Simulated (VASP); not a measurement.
Set up this calculation in VASP 6.6.1, as the native input.

```
Task                   : single point
Functional             : LDA
Potentials or basis    : VASP PAW LDA potentials, release 64 (Ti_sv, O)
Cutoff                 : 520 eV
k mesh                 : 6 × 6 × 9
Occupations            : fermi-dirac, width 0.02 eV
Spin                   : no spin polarisation
Dipole correction      : no
Further INCAR settings : ALGO = Normal; EDIFF = 1e-07; NBANDS = 33
```

The structure of TiO2 lies in POSCAR:

```
TiO2
1.0
    4.6453832298      0.0000000000      0.0000000000
    0.0000000000      4.6453832298      0.0000000000
    0.0000000000      0.0000000000      2.9885146097
Ti O
2 4
Direct
    0.5000000000      0.5000000000      0.0000000000
    0.0000000000      0.0000000000      0.5000000000
    0.6956786800      0.6956786800      0.5000000000
    0.8043213200      0.1956786800      0.0000000000
    0.1956786800      0.8043213200      0.0000000000
    0.3043213200      0.3043213200      0.5000000000
```

One way to write it, as run:

INCAR

```
  PREC = Accurate
  ENCUT = 520
  EDIFF = 1E-7
  ISMEAR = -1
  SIGMA = 0.02
  LREAL = False
  LASPH = True
  NELM = 80
  ALGO = Normal
  ISIF = 2
  LWAVE = False
  LCHARG = False
  GGA = CA
  NBANDS = 33
```

KPOINTS

```
regular mesh
0
Gamma
  6 6 9
```

Potentials or basis: VASP PAW LDA potentials, release 64 (Ti_sv, O).

The run is started by

```bash
$ cat potpaw_LDA.64/Ti_sv/POTCAR potpaw_LDA.64/O/POTCAR > POTCAR
$ mpirun -np 1 vasp_std > vasp.out
```

It gave:

| Item | Value |
| --- | --- |
| Pressure | -14.2 GPa |
| Largest force | 0.229 eV/Å |
| Band gap on the k mesh | 1.68 eV, direct |

It took 77 s on 1 thread of Intel(R) Xeon(R) Platinum 8375C CPU @ 2.90GHz (Ice Lake), on a shared host, peak memory 0.2 GiB.
